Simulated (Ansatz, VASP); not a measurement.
**MgF2: VASP beside Ansatz**

Contents of INCAR:

```
ALGO = Normal
EDIFF = 1E-6
ENCUT = 600
GGA = PE
GGA_COMPAT = F
ISIF = 2
ISMEAR = -1
LASPH = T
LCHARG = T
LELF = T
LREAL = F
LVHAR = T
LWAVE = F
NBANDS = 25
NELM = 120
PREC = Accurate
SIGMA = 0.1
```

File KPOINTS:

```
k-points
0
Gamma
  7 7 10
```

Contents of POSCAR:

```
MgF2
1.0
    4.1843192357      0.0000000000      0.0000000000
    0.0000000000      4.1843192357      0.0000000000
    0.0000000000      0.0000000000      2.8067688331
Mg F
2 4
Direct
    0.0000000000      0.0000000000      0.0000000000
    0.5000000000      0.5000000000      0.5000000000
    0.3006103903      0.3006103903      0.0000000000
    0.6993896097      0.6993896097      0.0000000000
    0.8006103903      0.1993896097      0.5000000000
    0.1993896097      0.8006103903      0.5000000000
```

Input for Ansatz:

```yaml
crystal:
  lattice:
    - [4.1843192357, 0.0, 0.0]
    - [0.0, 4.1843192357, 0.0]
    - [0.0, 0.0, 2.8067688331]
  atoms:
    - { symbol: Mg, position: [0.0, 0.0, 0.0] }
    - { symbol: Mg, position: [0.5, 0.5, 0.5] }
    - { symbol: F, position: [0.3006103903, 0.3006103903, 0.0] }
    - { symbol: F, position: [0.6993896097, 0.6993896097, 0.0] }
    - { symbol: F, position: [0.8006103903, 0.1993896097, 0.5] }
    - { symbol: F, position: [0.1993896097, 0.8006103903, 0.5] }
kpoints:
  mp_grid: { grid: [7, 7, 10] }
scf:
  occupations: { method: fermi_dirac, width: 0.1 }
hamiltonian:
  xc: pbe
  pseudopotentials: { kind: all_electron, lapw: { basis_error: 0.001 } }
output:
  forces: true
  stress: true
  eigenvalues: true
  populations: true
```

Change from the starting cell: volume scaled by 0.72, LAPW.

Alike in both runs: task single point; functional PBE; k mesh 7 × 7 × 10; occupations fermi-dirac, width 0.1 eV; no spin polarisation.

|  | VASP | Ansatz |
| --- | --- | --- |
| version | VASP 6.6.1 | Ansatz 0.2.0 |
| potentials or method | VASP PAW PBE potentials, release 64 (Mg, F), cutoff 600 eV | all-electron LAPW, scalar-relativistic |

```tsv
	VASP	Ansatz	Ansatz less VASP
gap on the k mesh at the Fermi level (eV)	9.28	9.30	+0.019
pressure (GPa)	61.0	61.5	+0.52
traceless stress, the component that is largest in VASP (GPa)	0.02	0.14	+0.124
rms of the force components (eV/Å)	0.006	0.004	-0.0019
```

Atom by atom the forces differ by 0.009 eV/Å (rms over components). Both programs put the cell under a high pressure, so it lies far from rest at this level. Ansatz ran all-electron here, and VASP with PAW potentials.

Noted on VASP's run: the cell as given lies far from equilibrium.
